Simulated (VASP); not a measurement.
# ReMo7S16 (P-6m2) in VASP: single point with PBEsol+U

Aim: the single point of ReMo7S16 with PBEsol+U.

Everything below comes from runs of VASP 6.6.1. Logs are shortened: lines on timing, memory, paths and dates and some standing lists are left out, and cuts for length are marked.

### 1 The cell of the first run

Symmetry: P-6m2, No. 187, hexagonal system. The conventional cell has a = 6.338 Å, b = 6.338 Å, c = 12.324 Å, α = 90.00°, β = 90.00°, γ = 120.00°. Within 3.2 Å of Re (site symmetry -6m2) lie 6 S at 2.38 Å and 6 Mo at 3.17 Å. Mo (site symmetry mm2) has 6 S at 2.40 Å and 4 Mo at 3.15 to 3.19 Å and 2 Re at 3.17 Å within 3.2 Å. Mo (site symmetry mm2) has 6 S at 2.40 Å and 6 Mo at 3.17 Å within 3.2 Å. Within 3.2 Å of Mo (site symmetry -6m2) lie 6 S at 2.40 Å and 6 Mo at 3.17 Å. Within 3.2 Å of S (site symmetry 3m) lie 3 Mo at 2.40 Å and 7 S at 3.10 to 3.17 Å. Within 3.2 Å of S (site symmetry m) lie 3 Mo at 2.40 Å and 7 S at 3.10 to 3.17 Å. S (site symmetry m) has 1 Re at 2.38 Å and 2 Mo at 2.40 Å and 7 S at 3.08 to 3.19 Å within 3.2 Å. Within 3.2 Å of S (site symmetry 3m) lie 3 Mo at 2.40 Å and 7 S at 3.12 to 3.17 Å.

### 2 Single point, PBEsol+U, collinear spin, zero start

INCAR reads:

```
SYSTEM = ReMo7S16
PREC     = Accurate       ! precision mode
ENCUT    = 520            ! plane-wave cutoff, eV
EDIFF    = 1E-6           ! SCF threshold, eV
ISMEAR   = 0              ! smearing method
SIGMA    = 0.05           ! smearing width, eV
LREAL    = Auto         
LASPH    = .TRUE.         ! aspherical terms in the spheres
NELM     = 150            ! most SCF steps
ALGO     = Normal         ! electronic algorithm
ISIF     = 2              ! what is computed and relaxed
LWAVE    = .FALSE.        ! write WAVECAR
LCHARG   = .FALSE.        ! write CHGCAR
ISPIN    = 2              ! spin polarisation
MAGMOM   = 0 0 0 0 0 0 0 0 0 0 0 0 0 0 0 0 0 0 0 0 0 0 0 0 ! initial moments
LORBIT   = 11             ! projections on sites
NUPDOWN  = 0.0            ! fixed moment
LMAXMIX  = 4              ! l up to which the mixer works
LDAU     = .TRUE.         ! DFT+U
LDAUTYPE = 2            
LDAUL    = 2 -1 -1        ! shell
LDAUU    = 2 0 0          ! U, eV
LDAUJ    = 0 0 0        
LDAUPRINT= 1            
GGA      = PS             ! functional
NBANDS   = 122            ! bands
LUSENCCL = .FALSE.
```

KPOINTS reads:

```
regular mesh
0
G
  3 3 2
  0 0 0
```

POSCAR reads:

```
ReMo7S16
1.0
    6.3379961000      0.0000000000      0.0000000000
   -3.1689980000      5.4888656000      0.0000000000
    0.0000000000      0.0000000000     12.3240000000
Re Mo S
1 7 16
Direct
    0.1666666667      0.3333333333      0.2500000000
    0.1648309489      0.8324154744      0.2500000000
    0.6675845256      0.3351690511      0.2500000000
    0.6675845256      0.8324154744      0.2500000000
    0.3333279472      0.1666720528      0.7500000000
    0.3333279472      0.6666558945      0.7500000000
    0.8333441055      0.1666720528      0.7500000000
    0.8333333333      0.6666666667      0.7500000000
    0.1666666667      0.3333333333      0.6241038936
    0.1667169548      0.8333584774      0.6240794844
    0.6666415226      0.3332830452      0.6240794844
    0.6666415226      0.8333584774      0.6240794844
    0.3321583312      0.1678416688      0.1250631807
    0.3321583312      0.6643166625      0.1250631807
    0.8356833375      0.1678416688      0.1250631807
    0.8333333333      0.6666666667      0.1235096617
    0.1666666667      0.3333333333      0.8758961064
    0.1667169548      0.8333584774      0.8759205156
    0.6666415226      0.3332830452      0.8759205156
    0.6666415226      0.8333584774      0.8759205156
    0.3321583312      0.1678416688      0.3749368193
    0.3321583312      0.6643166625      0.3749368193
    0.8356833375      0.1678416688      0.3749368193
    0.8333333333      0.6666666667      0.3764903383
```

Potentials or basis: VASP PAW PBE potentials, release 64 (Re, Mo_sv, S).

Launch:

```
$ cat potpaw_PBE.64/Re/POTCAR potpaw_PBE.64/Mo_sv/POTCAR potpaw_PBE.64/S/POTCAR > POTCAR
$ mpirun -np 1 vasp_std > vasp.out
```

OUTCAR:

```text
SYSTEM = ReMo7S16
   PREC = Accurate
   ENCUT = 520
   EDIFF = 1E-6
   ISMEAR = 0
   LREAL = Auto
   LASPH = .TRUE.
   NELM = 150
   ISIF = 2
   ISPIN = 2
   LORBIT = 11
   NUPDOWN = 0.0
   GGA = PS

 ion  position               nearest neighbor table
   1  0.167  0.333  0.250-  13 2.38  21 2.38  14 2.38  22 2.38  15 2.38  23 2.38   2 3.17   2 3.17
                             4 3.17   4 3.17   3 3.17   3 3.17
   2  0.165  0.832  0.250-  16 2.40  24 2.40  22 2.40  14 2.40  13 2.40  21 2.40   3 3.15   4 3.15
                             1 3.17   1 3.17   3 3.19   4 3.19
   3  0.668  0.335  0.250-  16 2.40  24 2.40  23 2.40  15 2.40  13 2.40  21 2.40   4 3.15   2 3.15
                             1 3.17   1 3.17   4 3.19   2 3.19
   4  0.668  0.832  0.250-  16 2.40  24 2.40  23 2.40  15 2.40  14 2.40  22 2.40   3 3.15   2 3.15
                             1 3.17   1 3.17   3 3.19   2 3.19
   5  0.333  0.167  0.750-   9 2.40  17 2.40  10 2.40  18 2.40  11 2.40  19 2.40   6 3.17   7 3.17
                             8 3.17   8 3.17   6 3.17   7 3.17
   6  0.333  0.667  0.750-   9 2.40  17 2.40  10 2.40  18 2.40  12 2.40  20 2.40   5 3.17   7 3.17
                             8 3.17   8 3.17   5 3.17   7 3.17
   7  0.833  0.167  0.750-   9 2.40  17 2.40  12 2.40  20 2.40  19 2.40  11 2.40   6 3.17   5 3.17
                             8 3.17   8 3.17   6 3.17   5 3.17
   8  0.833  0.667  0.750-  11 2.40  19 2.40  12 2.40  20 2.40  10 2.40  18 2.40   7 3.17   7 3.17
                             5 3.17   5 3.17   6 3.17   6 3.17
   9  0.167  0.333  0.624-   5 2.40   6 2.40   7 2.40
  10  0.167  0.833  0.624-   5 2.40   6 2.40   8 2.40
  11  0.667  0.333  0.624-   7 2.40   5 2.40   8 2.40
  12  0.667  0.833  0.624-   7 2.40   6 2.40   8 2.40
  13  0.332  0.168  0.125-   1 2.38   2 2.40   3 2.40
  14  0.332  0.664  0.125-   1 2.38   2 2.40   4 2.40
[... 8 lines left out ...]
  23  0.836  0.168  0.375-   1 2.38   3 2.40   4 2.40
  24  0.833  0.667  0.376-   4 2.40   3 2.40   2 2.40

  LATTYP: Found a hexagonal cell.
 ALAT       =     6.3379961000
 C/A-ratio  =     1.9444631719

  Lattice vectors:

 A1 = (   6.3379961000,   0.0000000000,   0.0000000000)
 A2 = (  -3.1689980000,   5.4888656000,   0.0000000000)
 A3 = (   0.0000000000,   0.0000000000,  12.3240000000)

Analysis of symmetry for initial positions (statically):
=====================================================================
 Subroutine PRICEL returns:
 Original cell was already a primitive cell.

 Routine SETGRP: Setting up the symmetry group for a
 hexagonal supercell.

 Subroutine GETGRP returns: Found 12 space group operations
 (whereof  2 operations were pure point group operations)
 out of a pool of 24 trial point group operations.

The static configuration has the point symmetry C_1h.
 The point group associated with its full space group is D_3h.

Analysis of symmetry for dynamics (positions and initial velocities):
=====================================================================
 Subroutine PRICEL returns:
 Original cell was already a primitive cell.

 Routine SETGRP: Setting up the symmetry group for a
 hexagonal supercell.

 Subroutine GETGRP returns: Found 12 space group operations
 (whereof  2 operations were pure point group operations)
 out of a pool of 24 trial point group operations.

The dynamic configuration has the point symmetry C_1h.
 The point group associated with its full space group is D_3h.

Analysis of structural, dynamic, and magnetic symmetry:
=====================================================================
 Subroutine PRICEL returns:
 Original cell was already a primitive cell.

 Routine SETGRP: Setting up the symmetry group for a
 hexagonal supercell.

 Subroutine GETGRP returns: Found 12 space group operations
 (whereof  2 operations were pure point group operations)
 out of a pool of 24 trial point group operations.

The overall configuration has the point symmetry C_1h.
[... 159 lines left out ...]
   LRPA    =     F    only Hartree local field effects (RPA)
 spin polarized calculation
 Gauss-broadening in eV      SIGMA  =   0.05
  energy-cutoff  :      520.00
  volume of cell :      428.73
 maximum number of plane-waves:     11595
 NGX is ok and might be reduce to    48
   NGX = 23   NGY = 23   NGZ = 45

 number of electron     200.9999989 magnetization       0.0000000

atom =   1  type =  1  l = 2

 onsite density matrix

spin component  1

  0.4955  0.0000 -0.0000 -0.0000  0.0000
  0.0000  0.4390  0.0000  0.0000 -0.0000
 -0.0000  0.0000  0.6063  0.0000 -0.0000
 -0.0000  0.0000  0.0000  0.4390 -0.0000
  0.0000 -0.0000 -0.0000 -0.0000  0.4955

spin component  2

  0.4955  0.0000 -0.0000 -0.0000  0.0000
  0.0000  0.4390 -0.0000  0.0000  0.0000
 -0.0000 -0.0000  0.6063 -0.0000 -0.0000
 -0.0000  0.0000 -0.0000  0.4390  0.0000
  0.0000  0.0000 -0.0000  0.0000  0.4955

 occupancies and eigenvectors

  o =  0.4390  v =  0.0000  0.0000  0.0000  0.0000  0.0000 -0.0000  0.8762 -0.0000 -0.4820  0.0000      0.0000  0.0000  0.0000  0.0000  0.0000  0.0000  0.0000  0.0000  0.0000  0.0000
  o =  0.4390  v =  0.0000  0.0000  0.0000  0.0000  0.0000  0.0000  0.4820 -0.0000  0.8762  0.0000      0.0000  0.0000  0.0000  0.0000  0.0000  0.0000  0.0000  0.0000  0.0000  0.0000
  o =  0.4390  v = -0.0000  0.8762  0.0000 -0.4820  0.0000  0.0000  0.0000  0.0000  0.0000  0.0000      0.0000  0.0000  0.0000  0.0000  0.0000  0.0000  0.0000  0.0000  0.0000  0.0000
  o =  0.4390  v =  0.0000  0.4820  0.0000  0.8762  0.0000  0.0000  0.0000  0.0000  0.0000  0.0000      0.0000  0.0000  0.0000  0.0000  0.0000  0.0000  0.0000  0.0000  0.0000  0.0000
  o =  0.4955  v =  0.0000  0.0000  0.0000  0.0000  0.0000 -0.9851  0.0000 -0.0000 -0.0000 -0.1717      0.0000  0.0000  0.0000  0.0000  0.0000  0.0000  0.0000  0.0000  0.0000  0.0000
  o =  0.4955  v =  0.0000  0.0000  0.0000  0.0000  0.0000 -0.1717 -0.0000  0.0000  0.0000  0.9851      0.0000  0.0000  0.0000  0.0000  0.0000  0.0000  0.0000  0.0000  0.0000  0.0000
  o =  0.4955  v = -0.9885  0.0000 -0.0000 -0.0000 -0.1511  0.0000  0.0000  0.0000  0.0000  0.0000      0.0000 -0.0000  0.0000  0.0000  0.0000  0.0000  0.0000  0.0000  0.0000  0.0000
  o =  0.4955  v = -0.1511 -0.0000  0.0000  0.0000  0.9885  0.0000  0.0000  0.0000  0.0000  0.0000      0.0000  0.0000  0.0000  0.0000  0.0000  0.0000  0.0000  0.0000  0.0000  0.0000
  o =  0.6063  v = -0.0000 -0.0000 -0.0000 -0.0000 -0.0000 -0.0000  0.0000  1.0000 -0.0000 -0.0000      0.0000  0.0000  0.0000  0.0000  0.0000  0.0000 -0.0000  0.0000  0.0000  0.0000
  o =  0.6063  v = -0.0000 -0.0000  1.0000  0.0000 -0.0000 -0.0000 -0.0000 -0.0000 -0.0000 -0.0000      0.0000  0.0000  0.0000  0.0000  0.0000  0.0000  0.0000  0.0000  0.0000  0.0000

 number of electron     200.9999988 magnetization      -0.0000000

 Free energy of the ion-electron system (eV)
  ---------------------------------------------------
  ext. energy  EPLUGINS =         0.00000000
  ---------------------------------------------------
  free energy    TOTEN  =      -184.84711191 eV

  energy without entropy =     -184.84036995  energy(sigma->0) =     -184.84374093

 E-fermi :   8.1338     XC(G=0): -10.9756

 val. band max:        8.1195039815   @ k =   0.3333   0.3333   0.0000
 cond. band min:       8.1798592761   @ k =   0.3333   0.3333   0.5000
 fundamental gap:      0.0603552946
 Fermi energy:         8.1337626109

 spin component 1

 k-point     1 :       0.0000    0.0000    0.0000
  band No.  band energies     occupation
      1     -54.2735      1.00000
      2     -54.2430      1.00000
      3     -54.2430      1.00000
      4     -53.9990      1.00000
      5     -53.9602      1.00000
      6     -53.9576      1.00000
[... 679 lines left out ...]
    111       8.9431      0.00000
    112       9.1081      0.00000
 Fermi energy:         8.1337644019

 spin component 2

 k-point     1 :       0.0000    0.0000    0.0000
  band No.  band energies     occupation
      1     -54.2735      1.00000
      2     -54.2430      1.00000
      3     -54.2430      1.00000
      4     -53.9990      1.00000
      5     -53.9602      1.00000
      6     -53.9576      1.00000
[... 679 lines left out ...]
    111       8.9431      0.00000
    112       9.1081      0.00000
 [bands above 112 left out]

------------------------ aborting loop because EDIFF is reached ----------------------------------------

  FORCE on cell =-STRESS in cart. coord.  units (eV):
  Direction    XX          YY          ZZ          XY          YZ          ZX
  --------------------------------------------------------------------------------------
  -------------------------------------------------------------------------------------
  Total       -6.6380903     -6.6380903      0.6139247     -0.0000001      0.0000000      0.0000000
  in kB      -24.8066139    -24.8066136      2.2942432     -0.0000002      0.0000000      0.0000000
  external PRESSURE =     -15.7729947 kB  Pullay stress =       0.0000000 kB

 VOLUME and BASIS-vectors are now :
 -----------------------------------------------------------------------------
  energy-cutoff  :      520.00
  volume of cell :      428.73
      direct lattice vectors                 reciprocal lattice vectors
     6.337996100  0.000000000  0.000000000     0.157778576  0.091093502 -0.000000000
    -3.168998000  5.488865600  0.000000000     0.000000000  0.182187008  0.000000000
     0.000000000  0.000000000 12.324000000     0.000000000 -0.000000000  0.081142486

 POSITION                                       TOTAL-FORCE (eV/Angst)
 -----------------------------------------------------------------------------------
      0.00000      1.82962      3.08100         0.000000     -0.000000      0.000000
     -1.59323      4.56902      3.08100        -0.008845     -0.005107      0.000000
      3.16900      1.83970      3.08100         0.000000      0.010214      0.000000
      1.59323      4.56902      3.08100         0.008845     -0.005107      0.000000
      1.58445      0.91484      9.24300        -0.001765      0.001019      0.000000
      0.00000      3.65918      9.24300        -0.000000     -0.002038      0.000000
[... 16 lines left out ...]
      4.76467      0.92126      4.62072        -0.039642     -0.022887      0.047151
      3.16900      3.65924      4.63987         0.000000     -0.000000      0.007561
 -----------------------------------------------------------------------------------
    total drift:                                0.000006     -0.000003      0.000000

  FREE ENERGIE OF THE ION-ELECTRON SYSTEM (eV)
  ---------------------------------------------------
  free  energy   TOTEN  =      -184.8471119120 eV

  energy  without entropy=     -184.8403699511  energy(sigma->0) =     -184.84374093

 total charge

# of ion       s       p       d       tot
------------------------------------------
    1        0.533   0.652   4.885   6.070
    2        2.299   6.220   3.980  12.499
    3        2.299   6.220   3.980  12.499
    4        2.299   6.220   3.980  12.499
    5        2.295   6.223   3.975  12.494
    6        2.295   6.223   3.975  12.494
[... 16 lines left out ...]
   23        1.360   2.310   0.000   3.670
   24        1.359   2.318   0.000   3.678
--------------------------------------------------
tot         38.340  81.293  32.725 152.358

 magnetization (x)

# of ion       s       p       d       tot
------------------------------------------
    1        0.000   0.000   0.000   0.000
    2        0.000   0.000   0.000   0.000
    3        0.000   0.000   0.000   0.000
    4        0.000   0.000   0.000   0.000
    5        0.000  -0.000   0.000   0.000
    6        0.000  -0.000   0.000   0.000
[... 16 lines left out ...]
   23       -0.000  -0.000   0.000  -0.000
   24        0.000  -0.000   0.000  -0.000
--------------------------------------------------
tot          0.000  -0.000   0.000   0.000
```

Run time: 4.2 min. Hardware: 1 × NVIDIA H100 80GB with 1 thread of AMD EPYC 7R13 (Zen 3), shared host; peak memory 1.8 GiB.

Results:

* Free energy: -184.8471 eV
* Pressure: -1.6 GPa
* Largest force: 0.066 eV/Å
* Net moment: 0.00 μB per cell
* Valence electrons inside the program's atomic spheres: Re 6.07; Mo 12.50, 12.49 (each value once); S 3.68, 3.67 (each value once)

Forces in eV/Å, atoms in the order of the input:
```
Re   0.000  0.000  0.000
Mo  -0.009 -0.005  0.000
Mo   0.000  0.010  0.000
Mo   0.009 -0.005  0.000
Mo  -0.002  0.001  0.000
Mo   0.000 -0.002  0.000
Mo   0.002  0.001  0.000
Mo   0.000  0.000  0.000
S    0.000  0.000 -0.009
S    0.000  0.000 -0.010
S    0.000  0.000 -0.010
S    0.000  0.000 -0.010
S    0.040 -0.023 -0.047
S    0.000  0.046 -0.047
S   -0.040 -0.023 -0.047
S    0.000  0.000 -0.008
S    0.000  0.000  0.009
S    0.000  0.000  0.010
S    0.000  0.000  0.010
S    0.000  0.000  0.010
S    0.040 -0.023  0.047
S    0.000  0.046  0.047
S   -0.040 -0.023  0.047
S    0.000  0.000  0.008
```

Eigenvalues of the final occupation matrices:
```tsv
site	spin	trace	eigenvalues
site 1 d	1	2.48	0.44 0.44 0.50 0.50 0.61
site 1 d	2	2.48	0.44 0.44 0.50 0.50 0.61
```

Caveat: the k points lie up to 0.38 Å⁻¹ apart; the PAW data sets were made with another functional, which shifts forces and pressure a little; spin-orbit coupling is left out, which moves the levels of the heavy elements; this functional lacks dispersion, which binds layers or chains, so the pressure and a relaxed spacing across them are unreliable; the total moment is fixed, so each spin has its own Fermi level.
